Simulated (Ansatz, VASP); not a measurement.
# WSe2: VASP beside Ansatz

```xyz
6
Lattice="3.2855 0.0000 0.0000 -1.6427 2.8453 0.0000 0.0000 0.0000 24.2386" Properties=species:S:1:pos:R:3 pbc="T T T"
Se    0.0000    1.8969    4.5000
Se    0.0000    1.8969    7.8693
Se   -0.5476    2.8453   11.5793
Se   -0.5476    2.8453   14.9486
W     1.6427    0.9484    6.1847
W     1.0952    1.8969   13.2640
```

Alike in both runs: task single point; functional PBE; dispersion D3(BJ); k mesh 9 × 9 × 1; occupations gaussian, width 0.05 eV; no spin polarisation.

|  | VASP | Ansatz |
| --- | --- | --- |
| version | VASP 6.6.1 | Ansatz 0.2.0 |
| potentials or method | VASP PAW PBE potentials, release 64 (Se, W_sv), cutoff 520 eV | scalar-relativistic, plane waves, PAW |
| valence electrons in the cell | 52 | 92 |

Ansatz gave:

- gap on the k mesh at the Fermi level (eV): 1.56
- least direct gap on the mesh (eV): 1.66
- rms of the force components (eV/Å): 0.025

Problem. What did VASP give for the same quantities?

Solution. gap on the k mesh at the Fermi level (eV): 1.57; least direct gap on the mesh (eV): 1.66; rms of the force components (eV/Å): 0.041.

VASP's potentials hold 52 valence electrons a cell and Ansatz's 92, so a difference there can come from the potentials and not from the codes. Ansatz's warnings: xc potential rough in thin density.

Spin-orbit coupling is off throughout.
